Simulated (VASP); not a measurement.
# Ti4Al in VASP: notebook

Runs on Ti4Al. Level: PBE. Tasks: single point.

Everything below comes from runs of VASP 6.6.1. Logs are shortened: lines on timing, memory, paths and dates and some standing lists are left out, and cuts for length are marked.

### 1 The cell of the first run

The cell holds a disordered packing, 20 atoms: a = 7.404 Å, b = 7.090 Å, c = 7.031 Å, α = 90.81°, β = 92.14°, γ = 89.83°.

### 2 Single point, PBE

INCAR reads:

```
ALGO = Normal
EDIFF = 1E-6
ENCUT = 400
GGA = PE
GGA_COMPAT = False
ISIF = 2
ISMEAR = -1
ISYM = -1
LASPH = True
LCHARG = False
LREAL = Auto
LWAVE = False
NBANDS = 118
NELM = 120
PREC = Accurate
SIGMA = 0.087
```

KPOINTS reads:

```
explicit points
1
Reciprocal
  0.25000000   0.25000000   0.25000000 1
```

POSCAR reads:

```
Ti4Al
1.0
    7.4031320000      0.0101080000     -0.1346870000
    0.0101080000      7.0902150000     -0.0499130000
   -0.1346870000     -0.0499130000      7.0297780000
Ti Al
16 4
Direct
    0.8192452091     -0.0002610194      0.3313815388
    0.5045588507      0.8658690464      0.6022034607
    0.3166997675      0.2236602283      0.8039450029
    0.0215189166      0.3708877756      0.4604328102
    0.7229305025      0.3563141007      0.1912921071
    0.2836859604      0.4523704417      0.1233984881
    0.5807295951      0.5111741701      0.5085405205
    0.9908228878      0.7400182331      0.0233929851
    0.7270153358      0.1957191783      0.6738870624
    0.7261495618      0.9819674063      0.9627342208
    0.8740736891      0.7138551783      0.6516705103
    0.3318911431      0.1749898591      0.4232460387
    0.3570094281      0.9451239090      0.0302199441
    0.0751154701      0.0427608809      0.6455854511
    0.6160628734      0.5719065919      0.8427435737
    0.2612472132      0.6320887917      0.7818628200
   -0.0070165399      0.3935835652      0.8809162821
    0.2229857582      0.7767672327      0.3575145710
    0.5996026211      0.7236379008      0.2219878945
    0.0576180365      0.1315378581      0.1376414518
```

Potentials or basis: VASP PAW PBE potentials, release 64 (Ti_sv, Al).

Launch:

```bash
$ cat potpaw_PBE.64/Ti_sv/POTCAR potpaw_PBE.64/Al/POTCAR > POTCAR
$ mpirun -np 1 vasp_std > vasp.out
```

OUTCAR:

```text
EDIFF = 1E-6
   ENCUT = 400
   GGA = PE
   ISIF = 2
   ISMEAR = -1
   ISYM = -1
   LASPH = True
   LREAL = Auto
   NELM = 120
   PREC = Accurate

 ion  position               nearest neighbor table
   1  0.819  1.000  0.331-  20 2.46  19 2.64  10 2.66   5 2.81   9 2.87  14 2.87
   2  0.505  0.866  0.602-   7 2.66  18 2.72  16 2.80  15 2.81  12 2.82   9 2.89  19 2.95
   3  0.317  0.224  0.804-  14 2.43  13 2.56  12 2.70  17 2.75   6 2.77
   4  0.022  0.371  0.460-  12 2.70  14 2.70  20 2.83   5 2.86  17 2.97
   5  0.723  0.356  0.191-   7 2.72  19 2.77   1 2.81   4 2.86  20 2.98  17 3.03
   6  0.284  0.452  0.123-  17 2.72  16 2.73   3 2.77  20 2.83  18 2.85  12 2.92  19 3.09
   7  0.581  0.511  0.509-  15 2.39  19 2.54   2 2.66   5 2.72   9 2.74  11 2.76
   8  0.991  0.740  0.023-  10 2.63  17 2.64  11 2.73  16 2.77  18 2.87  20 2.92
   9  0.727  0.196  0.674-  10 2.55   7 2.74  17 2.78  14 2.81   1 2.87   2 2.89
  10  0.726  0.982  0.963-   9 2.55   8 2.63   1 2.66  19 2.79  13 2.81  20 2.90
  11  0.874  0.714  0.652-  15 2.59   8 2.73   7 2.76  14 2.77  17 2.92
  12  0.332  0.175  0.423-  14 2.69   3 2.70   4 2.70  20 2.82   2 2.82   6 2.92  18 2.96
  13  0.357  0.945  0.030-   3 2.56  20 2.70  19 2.72  10 2.81  18 2.82  16 2.88
  14  0.075  0.043  0.646-   3 2.43  12 2.69   4 2.70  11 2.77   9 2.81   1 2.87  18 2.98  17 3.04

  15  0.616  0.572  0.843-   7 2.39  11 2.59  16 2.68   2 2.81  19 2.87  17 3.06
  16  0.261  0.632  0.782-  15 2.68  17 2.73   6 2.73   8 2.77   2 2.80  13 2.88
  17  0.993  0.394  0.881-  20 2.64   8 2.64   6 2.72  16 2.73   3 2.75   9 2.78  11 2.92   4 2.97
                             5 3.03  14 3.04  15 3.06
  18  0.223  0.777  0.358-   2 2.72  13 2.82   6 2.85   8 2.87  12 2.96  14 2.98  19 3.00  20 3.19

  19  0.600  0.724  0.222-   7 2.54   1 2.64  13 2.72   5 2.77  10 2.79  15 2.87   2 2.95  18 3.00
                             6 3.09
  20  0.058  0.132  0.138-   1 2.46  17 2.64  13 2.70  12 2.82   6 2.83   4 2.83  10 2.90   8 2.92
                             5 2.98  18 3.19

IMPORTANT INFORMATION: All symmetrisations will be switched off!
NOSYMM: (Re-)initialisation of all symmetry stuff for point group C_1.

----------------------------------------------------------------------------------------

                                     Primitive cell

  volume of cell :     368.8440

  direct lattice vectors                    reciprocal lattice vectors
     7.403132000  0.010108000 -0.134687000     0.135125281 -0.000174422  0.002587694
     0.010108000  7.090215000 -0.049913000    -0.000174422  0.141046722  0.000998122
    -0.134687000 -0.049913000  7.029778000     0.002587694  0.000998122  0.142308669

  length of vectors
     7.404363995  7.090397889  7.031245311     0.135150169  0.141050361  0.142335693

  position of ions in fractional coordinates (direct lattice)
     0.819245209  0.999738981  0.331381539
     0.504558851  0.865869046  0.602203461
     0.316699767  0.223660228  0.803945003
     0.021518917  0.370887776  0.460432810
     0.722930502  0.356314101  0.191292107
     0.283685960  0.452370442  0.123398488
[... 12 lines left out ...]
     0.599602621  0.723637901  0.221987895
     0.057618037  0.131537858  0.137641452

  ion indices of the primitive-cell ions
   primitive index   ion index
                 1           1
                 2           2
                 3           3
                 4           4
                 5           5
                 6           6
[... 12 lines left out ...]
                19          19
                20          20

----------------------------------------------------------------------------------------

 KPOINTS: explicit points

Read explicit list of k-points.

 Found      1 k-points:

 Following reciprocal coordinates:
            Coordinates               Weight
  0.250000  0.250000  0.250000      1.000000
   k-points           NKPTS =      1   k-points in BZ     NKDIM =      1   number of bands    NBANDS=    118
   number of dos      NEDOS =    301   number of ions     NIONS =     20
   total plane-waves  NPLWV = 110592
   dimension x,y,z NGX =    48 NGY =   48 NGZ =   48
   dimension x,y,z NGXF=    96 NGYF=   96 NGZF=   96
   ions per type =              16   4
   NGX,Y,Z   is equivalent  to a cutoff of  10.78, 11.25, 11.35 a.u.
   NGXF,Y,Z  is equivalent  to a cutoff of  21.55, 22.51, 22.70 a.u.
 SYSTEM =  unknown system
   PREC   = accura    normal or accurate (medium, high low for compatibility)
   ISTART =      0    job   : 0-new  1-cont  2-samecut
   ICHARG =      2    charge: 1-file 2-atom 10-const
   ISPIN  =      1    spin polarized calculation?
   LNONCOLLINEAR =      F non collinear calculations
   LSORBIT =      F    spin-orbit coupling
   LASPH  =      T    aspherical Exc in radial PAW
   ENCUT  =  400.0 eV  29.40 Ry    5.42 a.u.  12.07 11.56 11.47*2*pi/ulx,y,z
   NELM   =    120;   NELMIN=  2; NELMDL= -5     # of ELM steps
   EDIFF  = 0.1E-05   stopping-criterion for ELM
   LREAL  =      T    real-space projection
   EDIFFG = 0.1E-04   stopping-criterion for IOM
   NSW    =      0    number of steps for IOM
   IBRION =     -1    ionic relax: 0-MD 1-quasi-New 2-CG
   NFREE  =      0    steps in history (QN), initial steepest desc. (CG)
   ISIF   =      2    stress and relaxation
   ISYM   =     -1    0-nonsym 1-usesym 2-fastsym
   POTIM  = 0.5000    time-step for ionic-motion
   TEBEG  =    0.0;   TEEND  =   0.0 temperature during run
   PSTRESS=    0.0 pullay stress
   NELECT =     204.0000    total number of electrons
   NUPDOWN=      -1.0000    fix difference up-down
   EMIN   =  10.00;   EMAX   =-10.00  energy-range for DOS
   EFERMI =   0.00;   METHOD = LEGACY
   ISMEAR =    -1;   SIGMA  =   0.09  broadening in eV -4-tet -1-fermi 0-gaus
   EFERMI_NEDOS =   21; number of points for ismear=-14 and -15
   IALGO  =     38    algorithm
   IMIX   =      4    mixing-type and parameters
     AMIX     =   0.40;   BMIX     =  1.00
     AMIX_MAG =   1.60;   BMIX_MAG =  1.00
  volume/ion in A,a.u.               =      18.44       124.45
  Fermi-wavevector in a.u.,A,eV,Ry     =   1.343808  2.539429 24.569683  1.805821
  Thomas-Fermi vector in A             =   2.471853
   LORBIT       =      0    0 simple, 1 ext, 2 COOP (PROOUT), +10 PAW based schemes
   GGA     = PE    functional components
   LHFCALC =     F    Hartree Fock is set to
   AEXX    =    0.0000 exact exchange contribution
   IVDW    =     0    specifies the selected vdW correction
   LEPSILON=     F    determine dielectric tensor
   LRPA    =     F    only Hartree local field effects (RPA)
 non-spin polarized calculation
  energy-cutoff  :      400.00
  volume of cell :      368.84
 maximum number of plane-waves:      6701
 NGX is ok and might be reduce to    48
   NGX = 25   NGY = 23   NGZ = 23

 number of electron     204.0000018 magnetization

 Free energy of the ion-electron system (eV)
  ---------------------------------------------------
  ext. energy  EPLUGINS =         0.00000000
  ---------------------------------------------------
  free energy    TOTEN  =      -137.84310305 eV

  energy without entropy =     -137.09895468  energy(sigma->0) =     -137.47102887

 E-fermi :   7.2131     XC(G=0): -10.8594

 val. band max:        7.1851901075   @ k =   0.2500   0.2500   0.2500
 cond. band min:       7.2486504126   @ k =   0.2500   0.2500   0.2500
 fundamental gap:      0.0634603051
 Fermi energy:         7.2131340948

 k-point     1 :       0.2500    0.2500    0.2500
  band No.  band energies     occupation
      1     -49.7536      2.00000
      2     -49.5514      2.00000
      3     -49.5334      2.00000
      4     -49.4849      2.00000
      5     -49.4510      2.00000
      6     -49.4249      2.00000
[... 106 lines left out ...]
    113       8.0131      0.00020
    114       8.1337      0.00005
 [bands above 114 left out]

------------------------ aborting loop because EDIFF is reached ----------------------------------------

  FORCE on cell =-STRESS in cart. coord.  units (eV):
  Direction    XX          YY          ZZ          XY          YZ          ZX
  --------------------------------------------------------------------------------------
  -------------------------------------------------------------------------------------
  Total      -11.4128355     -5.8839347     -2.8595776      0.2764119     -4.4665766      3.1873366
  in kB      -49.5748540    -25.5585217    -12.4213779      1.2006729    -19.4018289     13.8450910
  external PRESSURE =     -29.1849179 kB  Pullay stress =       0.0000000 kB

 VOLUME and BASIS-vectors are now :
 -----------------------------------------------------------------------------
  energy-cutoff  :      400.00
  volume of cell :      368.84
      direct lattice vectors                 reciprocal lattice vectors
     7.403132000  0.010108000 -0.134687000     0.135125281 -0.000174422  0.002587694
     0.010108000  7.090215000 -0.049913000    -0.000174422  0.141046722  0.000998122
    -0.134687000 -0.049913000  7.029778000     0.002587694  0.000998122  0.142308669

 POSITION                                       TOTAL-FORCE (eV/Angst)
 -----------------------------------------------------------------------------------
      6.03045      7.08011      2.16930        -0.551524     -0.228166      2.209064
      3.66296      6.11424      4.12218         0.394889      1.153590      0.223212
      2.23855      1.54887      5.59774         1.301219      1.155326     -0.056334
      0.10104      2.60691      3.21533         0.208837      0.904466     -0.102582
      5.32979      2.52410      1.22959        -0.285910     -0.445896     -0.849606
      2.08812      3.20411      0.80668         0.743660      0.293154      0.828385
[... 12 lines left out ...]
      4.41635      5.12573      1.44365        -0.238097     -0.000177     -0.773006
      0.40935      0.92634      0.95326         0.706924      0.470259     -0.730466
 -----------------------------------------------------------------------------------
    total drift:                                0.003056     -0.002377      0.002708

  FREE ENERGIE OF THE ION-ELECTRON SYSTEM (eV)
  ---------------------------------------------------
  free  energy   TOTEN  =      -137.8431030548 eV

  energy  without entropy=     -137.0989546800  energy(sigma->0) =     -137.47102887
```

Run time: 2 min. Hardware: 1 thread of AMD EPYC 9R45 (Zen 5), shared host; peak memory 0.29 GiB.

What came out:

- Free energy: -137.8431 eV
- Pressure: -2.9 GPa
- Largest force: 2.360 eV/Å

Forces in eV/Å, atoms in the order of the input:
```
Ti  -0.552 -0.228  2.209
Ti   0.395  1.154  0.223
Ti   1.301  1.155 -0.056
Ti   0.209  0.904 -0.103
Ti  -0.286 -0.446 -0.850
Ti   0.744  0.293  0.828
Ti  -1.290 -1.229 -0.481
Ti  -0.015  0.236  0.920
Ti  -0.755  0.651 -1.017
Ti   0.044  0.067 -0.611
Ti   0.325  0.526 -0.965
Ti   0.970 -0.213 -0.891
Ti   0.384 -0.610  0.160
Ti  -0.456 -1.738  1.081
Ti   0.610 -0.366  2.250
Ti  -0.484 -0.134 -0.972
Al  -0.855 -0.185 -0.627
Al  -0.756 -0.307  0.404
Al  -0.238  0.000 -0.773
Al   0.707  0.470 -0.730
```

Caveat: the atoms stand as in a frame of molecular dynamics.

### 3 Single point, PBE

INCAR reads:

```
SYSTEM = Ti4Al
PREC     = Accurate       ! precision mode
ENCUT    = 400            ! plane-wave cutoff, eV
EDIFF    = 1E-6           ! SCF threshold, eV
ISMEAR   = -1             ! smearing method
SIGMA    = 0.087          ! smearing width, eV
LREAL    = Auto         
LASPH    = .True.         ! aspherical terms in the spheres
NELM     = 120            ! most SCF steps
ALGO     = Normal         ! electronic algorithm
ISIF     = 2              ! what is computed and relaxed
LWAVE    = .False.        ! write WAVECAR
LCHARG   = .False.        ! write CHGCAR
GGA      = PE             ! functional
NBANDS   = 118            ! bands
ISYM     = -1           
GGA_COMPAT= .False.
```

KPOINTS is that of step 2.

POSCAR reads:

```
Ti4Al
1.0
    7.4031320000      0.0101080000     -0.1346870000
    0.0101080000      7.0902150000     -0.0499130000
   -0.1346870000     -0.0499130000      7.0297780000
Ti Al
16 4
Direct
    0.8610446622      0.0198528668      0.3530850389
    0.5118190860      0.8968432995      0.5840619031
    0.3716229208      0.2554729921      0.8184001258
    0.0492153805      0.3844572964      0.4265894441
    0.6750657913      0.2740350041      0.1162555198
    0.2988894462      0.4819909551      0.1361303497
    0.4783001024      0.4746478126      0.5064151247
    0.9581609868      0.7073359884      0.1058306663
    0.6996882160      0.2229599547      0.6331709916
    0.7159251790      0.9380418737      0.8980252717
    0.8177519204      0.6946811961      0.5648002221
    0.3165797776      0.1227484223      0.3860255505
    0.3540481468      0.8983321914      0.0621701194
    0.0826822938      0.0380262210      0.7061654341
    0.5986816376      0.5893323155      0.8801974938
    0.2286636476      0.6749099312      0.8084236515
   -0.0307692954      0.4094106064      0.8372609615
    0.1688213489      0.7821352915      0.4246553390
    0.6349292926      0.7159047031      0.2512397508
    0.0488437677      0.1558747872      0.0770634291
```

Potentials or basis: VASP PAW PBE potentials, release 64 (Ti_sv, Al).

Launch:

```bash
$ cat potpaw_PBE.64/Ti_sv/POTCAR potpaw_PBE.64/Al/POTCAR > POTCAR
$ mpirun -np 1 vasp_std > vasp.out
```

Wall time 1.9 min (1 thread of AMD EPYC 9R45 (Zen 5), shared host); peak memory 0.29 GiB.

It converged, with:

```yaml
Free_energy: -139.6552 eV
Pressure: -4.8 GPa
Largest_force: 1.720 eV/Å
```

Forces in eV/Å, atoms in the order of the input:
```
Ti  -0.138 -0.274  0.535
Ti  -0.873 -0.783  0.074
Ti   0.341 -0.443  0.184
Ti  -0.459 -0.196  0.421
Ti  -0.070  0.560  0.533
Ti  -0.251  0.203  0.168
Ti  -0.732  0.444 -0.336
Ti   0.605  0.054 -0.710
Ti   0.761  0.321  0.489
Ti   0.929  0.781  0.461
Ti   1.245 -0.108  1.181
Ti  -0.145  1.309 -0.290
Ti  -0.009  0.332  0.130
Ti  -0.511  0.026 -0.863
Ti  -0.328 -1.059 -0.160
Ti   0.053  0.050 -1.163
Al  -0.164  0.418 -0.210
Al   0.074 -0.957 -0.167
Al  -0.812 -0.257 -0.662
Al   0.483 -0.422  0.383
```

Stress tensor (GPa, compression positive):
```
-6.30 -0.11  2.31
-0.11 -4.54 -0.47
 2.31 -0.47 -3.60
```

Levels at points of the mesh, in eV from the Fermi level:
```tsv
k point	band 98	band 99	band 100	band 101	band 102	band 103	band 104	band 105	band 106	band 107
(0.25, 0.25, 0.25)	-0.26	-0.20	-0.14	-0.09	-0.04	0.02	0.08	0.14	0.22	0.36
```

Caveat: the atoms stand as in a frame of molecular dynamics.
